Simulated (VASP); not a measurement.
Runs of VASP 6.6.1 on FeO. The structure is that of space group Fm-3m (No. 225), or close to it. The cells are those of the table. 

| cell | gap on the mesh (eV) | pressure (GPa) | moment (μB) |
| --- | --- | --- | --- |
| a = 2.972 Å, angles 60.0°, 2 atoms | none | (a) | 4.00 |
| a = 3.032 Å, angles 60.0°, 2 atoms | none | -5.5 | 4.00 |
| a = 3.062 Å, angles 60.0°, 2 atoms | none | -10.5 | 4.00 |
| a = 3.003 Å, angles 60.0°, 2 atoms | none | 0.4 | 4.00 |

Alike in all rows: task single point; level PBEsol; potentials or basis VASP PAW PBE potentials, release 64 (Fe, O); spin collinear, ferromagnetic start; k mesh 18 × 18 × 18; cutoff (eV) 520; smearing gaussian 0.1 eV.

Task: Fill in the values left out.

Result: (a) 7.3.

Caveats: the PAW data sets were made with another functional, which shifts forces and pressure a little; a cell with one magnetic atom can't hold antiferromagnetic order, which such compounds often take; semilocal functionals often make such compounds metallic where correlation or magnetic order opens a gap, which also shifts bond lengths.

A gap of «none» marks levels without a gap at the run's occupations.
